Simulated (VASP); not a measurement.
Cd2H:

```
CELL_PARAMETERS angstrom
0.00000 3.78573 3.78573
3.78573 0.00000 3.78573
3.78573 3.78573 0.00000
ATOMIC_POSITIONS crystal
Cd 0.62500 0.62500 0.62500
Cd 0.12500 0.62500 0.62500
Cd 0.62500 0.62500 0.12500
Cd 0.62500 0.12500 0.62500
H 0.00000 0.00000 0.00000
H 0.25000 0.25000 0.25000
```

* Program: VASP 6.6.1
* Task: relaxation of cell and atoms
* Functional: PBE
* Potentials or basis: VASP PAW PBE potentials, release 64 (Cd, H)
* Cutoff: 600 eV
* k mesh: 4 × 4 × 4
* Occupations: gaussian, width 0.1 eV
* Spin: no spin polarisation

At the start: pressure 12.4 GPa; volume 18.09 Å³/atom.

Problem. How do energy, volume and symmetry change on relaxing?

Solution. Over 3 steps the energy falls by 140.8 meV/atom and the volume is 22.82 Å³/atom (+26.2 %); space group Fd-3m (No. 227, to 0.05 Å).

Step by step:
```tsv
step	energy change (eV)	largest force (eV/Å)	pressure (GPa)	volume (Å³)
1	0.0000	0.0000	12.38	108.51
2	-0.8340	0.0000	0.99	131.98
3	-0.8448	0.0000	-0.24	136.94
```

Final structure:
```
CELL_PARAMETERS angstrom
0.00000 4.09104 4.09104
4.09104 0.00000 4.09104
4.09104 4.09104 0.00000
ATOMIC_POSITIONS crystal
Cd 0.62500 0.62500 0.62500
Cd 0.12500 0.62500 0.62500
Cd 0.62500 0.62500 0.12500
Cd 0.62500 0.12500 0.62500
H 0.00000 0.00000 0.00000
H 0.25000 0.25000 0.25000
```

Caveat: the volume moved by over 15 % at a fixed basis, so the end points are rough.
